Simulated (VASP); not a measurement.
Input of a VASP 6.6.1 run:

Contents of POSCAR:

```
InP3
1.0
    3.6663019921      2.1167404404      3.2987132011
   -3.6663019921      2.1167404404      3.2987132011
    0.0000000000     -4.2334808859      3.2987131979
In P
2 6
Direct
    0.2701100961      0.2701100961      0.2701100961
    0.7298899039      0.7298899039      0.7298899039
    0.7951893954      0.2451703667      0.7951893954
    0.7951893954      0.7951893954      0.2451703667
    0.2451703667      0.7951893954      0.7951893954
    0.2048106046      0.7548296333      0.2048106046
    0.7548296333      0.2048106046      0.2048106046
    0.2048106046      0.2048106046      0.7548296333
```

File INCAR.step1:

```
PREC = Accurate ; ENCUT = 520
ISMEAR = -1 ; SIGMA = 0.1
LREAL = F ; LASPH = T
NELM = 80 ; NBANDS = 38
GGA = PE ; ALGO = Normal
EDIFF = 1E-4 ; LWAVE = T
LCHARG = F
```

Contents of INCAR.step2:

```
PREC = Accurate ; ENCUT = 520
EDIFF = 1E-6 ; ISMEAR = -1
SIGMA = 0.1 ; LREAL = F
LASPH = T ; NELM = 80
ALGO = Normal ; ISIF = 2
LWAVE = F ; LCHARG = F
METAGGA = R2SCAN ; LMIXTAU = T
NBANDS = 38 ; ISTART = 1
```

KPOINTS

```
regular mesh
0
Gamma
  6 6 6
```

Potentials or basis: VASP PAW PBE potentials, release 64 (In_d, P).

Launch:

```bash
$ cat potpaw_PBE.64/In_d/POTCAR potpaw_PBE.64/P/POTCAR > POTCAR
$ cp INCAR.step1 INCAR
$ mpirun -np 1 vasp_std > vasp.out
$ cp INCAR.step2 INCAR
$ mpirun -np 1 vasp_std > vasp.out
```

Task: Predict the largest force.

Result: 0.103 eV/Å.

Task: What does it give for the band gap on the k mesh?

Result: Zero (bands 28 and 29 overlap by 0.45 eV).

Task: Predict the pressure.

Result: 4.1 GPa.

Forces in eV/Å, atoms in the order of the input:
```
In   0.000  0.000  0.021
In   0.000  0.000 -0.021
P    0.046 -0.027  0.089
P    0.000  0.053  0.089
P   -0.046 -0.027  0.089
P   -0.046  0.027 -0.089
P    0.046  0.027 -0.089
P    0.000 -0.053 -0.089
```

Caveat: the cell stands under pressure; semilocal functionals underestimate gaps, so a narrow gap can read as zero; the PAW data sets were made with another functional, which shifts forces and pressure a little; spin-orbit coupling is left out, which moves the levels of the heavy elements.
